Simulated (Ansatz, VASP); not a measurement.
**One calculation of Ti, two programs**

```
Ti
1.0
     2.93573    0.00000    0.00000
    -1.46787    2.54242    0.00000
     0.00000    0.00000    4.64086
Ti
2
Cartesian
  0.0000 1.6949 1.1602
  1.4679 0.8475 3.4806
```

Alike in both runs: task relaxation of cell and atoms; functional PBE; k mesh 18 × 18 × 10; occupations gaussian, width 0.1 eV; no spin polarisation.

|  | VASP | Ansatz |
| --- | --- | --- |
| version | VASP 6.6.1 | Ansatz 0.2.0 |
| potentials or method | VASP PAW PBE potentials, release 64 (Ti_sv), cutoff 600 eV | scalar-relativistic, plane waves, PAW |
| valence electrons in the cell | 24 | 24 |

VASP gave:

* gap on the k mesh at the Fermi level, each at its own relaxed structure (eV): none
* relaxed volume (Å³/atom): 17.34
* relaxed cell length with the largest relative difference (Å): 4.644

**Question.** Estimate Ansatz's values.

**Answer.** gap on the k mesh at the Fermi level, each at its own relaxed structure (eV): none; relaxed volume (Å³/atom): 17.39; relaxed cell length with the largest relative difference (Å): 4.649.

A gap of «none» marks a metal or a gap that the smearing closes.
